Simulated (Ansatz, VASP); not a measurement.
One calculation of AlAs, two programs

```
Al As
1.0
     0.00000    2.75964    2.75964
     2.75964    0.00000    2.75964
     2.75964    2.75964    0.00000
Al As
1 1
Direct
  0.00000 0.00000 0.00000
  0.75000 0.75000 0.75000
```

Change from the starting cell: strain -0.025 along x and y, -0.025 along z, atoms carried along.

Alike in both runs: task single point; functional PBEsol; k mesh 8 × 8 × 8; occupations gaussian, width 0.05 eV; no spin polarisation.

|  | VASP | Ansatz |
| --- | --- | --- |
| version | VASP 6.6.1 | Ansatz 0.2.0 |
| potentials or method | VASP PAW PBE potentials, release 64 (Al, As), cutoff 500 eV | scalar-relativistic, plane waves, PAW |
| valence electrons in the cell | 8 | 18 |

|  | VASP | Ansatz | Ansatz less VASP |
| --- | --- | --- | --- |
| gap on the k mesh at the Fermi level (eV) | 1.18 | 1.19 | +0.015 |
| least direct gap on the mesh (eV) | 2.59 | 2.57 | -0.021 |
| pressure (GPa) | 7.6 | 7.2 | -0.39 |

VASP's potentials were made for PBE, not for PBEsol. The functional is the same, so the differences come from potentials, cutoffs and numerics. VASP's potentials hold 8 valence electrons a cell and Ansatz's 18, so a difference there can come from the potentials and not from the codes.
